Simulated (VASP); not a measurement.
SeS: single point with PBE

Crystal: SeS.

```
Se S
1.0
     4.59216   -2.97858    0.35211
     4.59216    2.97858    0.35211
    -0.73315    0.00000    5.49224
Se S
2 2
Direct
  0.54178 0.65603 0.14430
  0.34397 0.45822 0.85570
  0.82274 0.35530 0.39723
  0.64470 0.17726 0.60277
```

- Program: VASP 6.6.1
- Task: single point
- Functional: PBE
- Potentials or basis: VASP PAW PBE potentials, release 64 (Se, S)
- Cutoff: 520 eV
- k mesh: 4 × 4 × 4
- Occupations: gaussian, width 0.1 eV
- Spin: no spin polarisation

```yaml
Pressure: -0.1 GPa
Largest_force: 0.121 eV/Å
Band_gap_on_the_k_mesh: 1.41 eV, indirect (least direct gap 1.52 eV)
```

Forces on the atoms (eV/Å):
```
Se  -0.004 -0.009  0.018
Se   0.004 -0.009 -0.018
S   -0.099  0.009  0.070
S    0.099  0.009 -0.070
```

Stress tensor (GPa, compression positive):
```
-0.20  0.00  0.17
 0.00 -0.07  0.00
 0.17  0.00 -0.15
```

Levels at points of the mesh, in eV from the valence-band top:
```tsv
k point	band 9	band 10	band 11	band 12	band 13	band 14	band 15	band 16
(0.00, 0.00, 0.00)	-2.07	-1.38	-1.36	-0.12	1.41	1.98	2.21	4.39
(0.50, 0.00, 0.00)	-2.23	-1.39	-1.04	-0.07	1.66	2.01	2.66	4.81
(0.50, 0.50, 0.00)	-2.27	-1.26	-1.15	-0.41	2.28	2.36	2.63	4.95
(0.00, 0.00, 0.50)	-1.89	-1.81	-1.29	-1.18	2.68	2.83	3.13	3.53
(0.50, 0.00, 0.50)	-1.49	-1.28	-1.21	-1.05	2.57	2.83	3.06	3.55
(0.50, 0.50, 0.50)	-1.55	-1.43	-0.94	-0.92	2.16	2.67	3.22	3.61
```

Run time: 31 s on 1 thread of AMD EPYC 9R45 96-Core Processor (Zen 5) (shared host), peak memory 0.24 GiB.

A k mesh can miss the band edges. As with any semilocal functional, this PBE gap is likely too small.
